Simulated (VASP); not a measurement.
Write the native input for VASP 6.6.1 that does the following.

| Property | Result |
| --- | --- |
| Task | single point |
| Functional | PBE |
| Potentials or basis | VASP PAW PBE potentials, release 64 (Ti_sv, Al, Ni) |
| Cutoff | 520 eV |
| k mesh | 10 × 10 × 6 |
| Occupations | gaussian, width 0.1 eV |
| Spin | no spin polarisation |
| Dipole correction | no |
| Further INCAR settings | ALGO = Fast; EDIFF = 1e-06; NBANDS = 37 |

The structure of TiAl4Ni3 lies in POSCAR:

```
TiAl4Ni3
1.0
    4.0288257147      0.0000000000      0.0000000000
    0.0000000000      4.0288257147      0.0000000000
    0.0000000000      0.0000000000      6.5051121309
Ti Al Ni
1 4 3
Direct
    0.5000000000      0.5000000000      0.0000000000
    0.5000000000      0.0000000000      0.7283507955
    0.0000000000      0.5000000000      0.7283507955
    0.5000000000      0.0000000000      0.2716492045
    0.0000000000      0.5000000000      0.2716492045
    0.0000000000      0.0000000000      0.0000000000
    0.0000000000      0.0000000000      0.5000000000
    0.5000000000      0.5000000000      0.5000000000
```

One way to write it, as run:

INCAR

```
  PREC = Accurate
  ENCUT = 520
  EDIFF = 1E-6
  ISMEAR = 0
  SIGMA = 0.1
  LREAL = F
  LASPH = T
  NELM = 60
  ALGO = Fast
  ISIF = 2
  LWAVE = F
  LCHARG = F
  GGA = PE
  NBANDS = 37
```

KPOINTS

```
regular mesh
0
Gamma
  10 10 6
```

Potentials or basis: VASP PAW PBE potentials, release 64 (Ti_sv, Al, Ni).

Command:

```console
$ cat potpaw_PBE.64/Ti_sv/POTCAR potpaw_PBE.64/Al/POTCAR potpaw_PBE.64/Ni/POTCAR > POTCAR
$ mpirun -np 1 vasp_std > vasp.out
```

It gave:

```yaml
Pressure: -0.1 GPa
Largest_force: 0.004 eV/Å
Band_gap_on_the_k_mesh: zero (bands 27 and 28 overlap by 0.95 eV)
```

Run time: 4.2 min on 1 thread of AMD EPYC 9R45 96-Core Processor (Zen 5), on a shared host, peak memory 0.38 GiB.
